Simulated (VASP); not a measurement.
Set up this calculation in VASP 6.6.1, as the native input.

```yaml
Task: single point
Functional: PBE
Dispersion: D3(BJ)
Potentials_or_basis: VASP PAW PBE potentials, release 64 (Zn, Au)
Cutoff: 520 eV
k_mesh: 18 × 18 × 18
Occupations: gaussian, width 0.1 eV
Spin: no spin polarisation
Dipole_correction: no
Further_INCAR_settings: ALGO = Normal; EDIFF = 1e-06; NBANDS = 18
```

The structure of ZnAu lies in POSCAR:

```
ZnAu
1.0
    3.1397229615      0.0000000000      0.0000000000
    0.0000000000      3.1397229615      0.0000000000
    0.0000000000      0.0000000000      3.1397229615
Zn Au
1 1
Direct
    0.5000000000      0.5000000000      0.5000000000
    0.0000000000      0.0000000000      0.0000000000
```

These files were run (other wordings do the same):

INCAR

```
SYSTEM = ZnAu
  PREC = Accurate
  ENCUT = 520
  EDIFF = 1E-6
  ISMEAR = 0
  SIGMA = 0.1
  LREAL = .False.
  LASPH = .True.
  NELM = 100
  ALGO = Normal
  ISIF = 2
  LWAVE = .False.
  LCHARG = .False.
  GGA = PE
  IVDW = 12
  NBANDS = 18
```

KPOINTS

```
Automatic mesh
0
Gamma
  18 18 18
  0 0 0
```

Potentials or basis: VASP PAW PBE potentials, release 64 (Zn, Au).

Command:

```sh
$ cat potpaw_PBE.64/Zn/POTCAR potpaw_PBE.64/Au/POTCAR > POTCAR
$ mpirun -np 1 vasp_std > vasp.out
```

Results of the run:

```yaml
Pressure: 0.1 GPa
Band_gap_on_the_k_mesh: zero (an odd number of electrons rules out a gap without spin polarisation)
Dispersion_energy_per_atom: -0.550 eV
```

Caveat: spin-orbit coupling is left out, which moves the levels of the heavy elements.

Wall time 23 s on 1 thread of Intel(R) Xeon(R) 6975P-C (Granite Rapids) (shared host), peak memory 0.25 GiB.
